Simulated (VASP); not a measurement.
# Zn2As (Pn-3m) in VASP: a series of runs, part 2 of 2

VASP 6.6.1. Earlier steps stand in the parts before.

## (3) Single point, PBE

File INCAR:

```
PREC     = Accurate       # precision mode
ENCUT    = 520            # plane-wave cutoff, eV
EDIFF    = 1E-6           # SCF threshold, eV
ISMEAR   = 0              # smearing method
SIGMA    = 0.1            # smearing width, eV
LREAL    = False          # projectors in reciprocal space
LASPH    = True           # aspherical terms in the spheres
NELM     = 100            # most SCF steps
ALGO     = Normal         # electronic algorithm
ISIF     = 2              # what is computed and relaxed
LWAVE    = False          # write WAVECAR
LCHARG   = False          # write CHGCAR
GGA      = PE             # functional
NBANDS   = 38             # bands
```

File KPOINTS:

```
regular mesh
0
Gamma
  4 4 4
```

File POSCAR:

```
Zn2As
1.0
    5.5502573365      0.0000000000      0.0000000000
    0.0000000000      5.5502573365      0.0000000000
    0.0000000000      0.0000000000      5.5502573365
Zn As
4 2
Direct
    0.2500000000      0.2500000000      0.2500000000
    0.7500000000      0.7500000000      0.2500000000
    0.7500000000      0.2500000000      0.7500000000
    0.2500000000      0.7500000000      0.7500000000
    0.0000000000      0.0000000000      0.0000000000
    0.5000000000      0.5000000000      0.5000000000
```

Potentials or basis: VASP PAW PBE potentials, release 64 (Zn, As).

The run is started by

```sh
cat potpaw_PBE.64/Zn/POTCAR potpaw_PBE.64/As/POTCAR > POTCAR
mpirun -np 1 vasp_std > vasp.out
```

OUTCAR:

```text
PREC = Accurate
   ENCUT = 520
   EDIFF = 1E-6
   ISMEAR = 0
   LREAL = False
   LASPH = True
   NELM = 100
   ISIF = 2
   GGA = PE

 ion  position               nearest neighbor table
   1  0.250  0.250  0.250-   5 2.40   6 2.40
   2  0.750  0.750  0.250-   5 2.40   6 2.40
   3  0.750  0.250  0.750-   5 2.40   6 2.40
   4  0.250  0.750  0.750-   5 2.40   6 2.40
   5  0.000  0.000  0.000-   1 2.40   2 2.40   3 2.40   4 2.40
   6  0.500  0.500  0.500-   1 2.40   2 2.40   3 2.40   4 2.40
[... 602 lines left out ...]
  -------------------------------------------------------------------------------------
  Total        0.3868036      0.3868036      0.3868036      0.0000000      0.0000000     -0.0000000
  in kB        3.6246139      3.6246139      3.6246139      0.0000000      0.0000000     -0.0000000
  external PRESSURE =       3.6246139 kB  Pullay stress =       0.0000000 kB

 VOLUME and BASIS-vectors are now :
 -----------------------------------------------------------------------------
  energy-cutoff  :      520.00
  volume of cell :      170.98
      direct lattice vectors                 reciprocal lattice vectors
     5.550257336  0.000000000  0.000000000     0.180171826  0.000000000  0.000000000
     0.000000000  5.550257336  0.000000000     0.000000000  0.180171826  0.000000000
     0.000000000  0.000000000  5.550257336     0.000000000  0.000000000  0.180171826

 POSITION                                       TOTAL-FORCE (eV/Angst)
 -----------------------------------------------------------------------------------
      1.38756      1.38756      1.38756         0.000000     -0.000000     -0.000000
      4.16269      4.16269      1.38756        -0.000000      0.000000      0.000000
      4.16269      1.38756      4.16269         0.000000      0.000000     -0.000000
      1.38756      4.16269      4.16269        -0.000000     -0.000000      0.000000
      0.00000      0.00000      0.00000         0.000000      0.000000      0.000000
      2.77513      2.77513      2.77513         0.000000      0.000000      0.000000
 -----------------------------------------------------------------------------------
    total drift:                                0.000000      0.000000     -0.000000

  FREE ENERGIE OF THE ION-ELECTRON SYSTEM (eV)
  ---------------------------------------------------
  free  energy   TOTEN  =       -12.1846737222 eV

  energy  without entropy=      -12.1572155457  energy(sigma->0) =      -12.17094463
```

OSZICAR:

```text
N       E                     dE             d eps       ncg     rms          rms(c)
DAV:   1     0.360948582960E+03    0.36095E+03   -0.26595E+04   760   0.173E+03
DAV:   2     0.194203898562E+02   -0.34153E+03   -0.33138E+03   760   0.375E+02
DAV:   3    -0.124289524665E+02   -0.31849E+02   -0.31460E+02   850   0.115E+02
DAV:   4    -0.133007224125E+02   -0.87177E+00   -0.86903E+00   840   0.181E+01
DAV:   5    -0.133088543697E+02   -0.81320E-02   -0.81306E-02   834   0.141E+00    0.687E+00
DAV:   6    -0.122336127805E+02    0.10752E+01   -0.27914E+00   922   0.214E+01    0.440E+00
DAV:   7    -0.121915799934E+02    0.42033E-01   -0.11977E+00   820   0.496E+00    0.152E+00
DAV:   8    -0.121867848801E+02    0.47951E-02   -0.34153E-02   820   0.105E+00    0.711E-01
DAV:   9    -0.121845457652E+02    0.22391E-02   -0.80269E-03   828   0.467E-01    0.126E-01
DAV:  10    -0.121846283821E+02   -0.82617E-04   -0.68437E-04   852   0.229E-01    0.530E-02
DAV:  11    -0.121846728295E+02   -0.44447E-04   -0.53756E-05   820   0.430E-02    0.746E-03
DAV:  12    -0.121846739286E+02   -0.10991E-05   -0.84641E-06   820   0.202E-02    0.262E-03
DAV:  13    -0.121846737222E+02    0.20632E-06   -0.13949E-06   702   0.580E-03
   1 F= -.12184674E+02 E0= -.12170945E+02  d E =-.274582E-01
```

Wall time 61 s (1 thread of Intel Xeon Platinum 8259CL at 2.50GHz (Skylake/Cascade Lake), shared host); peak memory 0.28 GiB.

Results:

```
Free energy            : -12.1847 eV
Pressure               : 0.4 GPa
Band gap on the k mesh : zero (band 29 reaches 2.86 eV, above the bottom of band 30 at 0.84 eV)
```

## (4) Single point, PBE

This run uses another cell than the first one, of 16.96 Å³/atom, 0.595 times its volume.

File INCAR:

```
PREC = Accurate
ENCUT = 520
EDIFF = 1E-6
ISMEAR = 0
SIGMA = 0.1
LREAL = F
LASPH = T
NELM = 60
ALGO = Normal
ISIF = 2
LWAVE = F
LCHARG = F
GGA = PE
NBANDS = 38
```

KPOINTS is that of step 3.

Changes to POSCAR since step 3:

```diff
@@ -2,5 +2,5 @@
 1.0
-    5.5502573365      0.0000000000      0.0000000000
-    0.0000000000      5.5502573365      0.0000000000
-    0.0000000000      0.0000000000      5.5502573365
+    4.6688674200      0.0000000000      0.0000000000
+    0.0000000000      4.6688674200      0.0000000000
+    0.0000000000      0.0000000000      4.6688674200
 Zn As
```

The run is started by

```sh
cat potpaw_PBE.64/Zn/POTCAR potpaw_PBE.64/As/POTCAR > POTCAR
mpirun -np 1 vasp_std > vasp.out
```

Run time: 17 s. Hardware: 1 thread of Intel Xeon 6975P-C (Granite Rapids), shared host; peak memory 0.2 GiB.

Results (log left out):

```
Free energy            : -5.2890 eV
Pressure               : 52.5 GPa
Band gap on the k mesh : zero (band 29 reaches 6.88 eV, above the bottom of band 30 at 2.54 eV)
```

Levels at points of the mesh, in eV from the Fermi level:
```
           k point  band 26  band 27  band 28  band 29  band 30  band 31  band 32  band 33
(0.00, 0.00, 0.00)    -3.77    -3.77    -3.77    -2.34    -2.34     0.19     4.07     4.07
(0.50, 0.00, 0.00)    -4.77    -3.88    -3.88    -0.31    -0.31     2.95     2.95     3.07
(0.50, 0.50, 0.00)    -4.21    -3.39    -3.39    -0.94    -0.94     0.70     0.70     4.45
(0.50, 0.50, 0.50)    -6.01    -6.01    -6.01     2.00     2.00     2.00     4.79     4.79
```

## (5) Overview

| task | cell | k mesh | cutoff (eV) | gap on the mesh (eV) | pressure (GPa) |
| --- | --- | --- | --- | --- | --- |
| relaxation of cell and atoms | relaxed from a = 5.550 Å, 6 atoms | 8 × 8 × 8 | 600 | none | 0.0 |
| single point | a = 5.550 Å, 6 atoms | 4 × 4 × 4 | 520 | none | 0.4 |
| single point | a = 4.669 Å, 6 atoms | 4 × 4 × 4 | 520 | none | 52.5 |

Alike in all rows: level PBE; potentials or basis VASP PAW PBE potentials, release 64 (Zn, As); no spin polarisation; smearing gaussian 0.1 eV.

Total energies depend on the potentials used, so only differences within one code and one set of settings carry meaning.
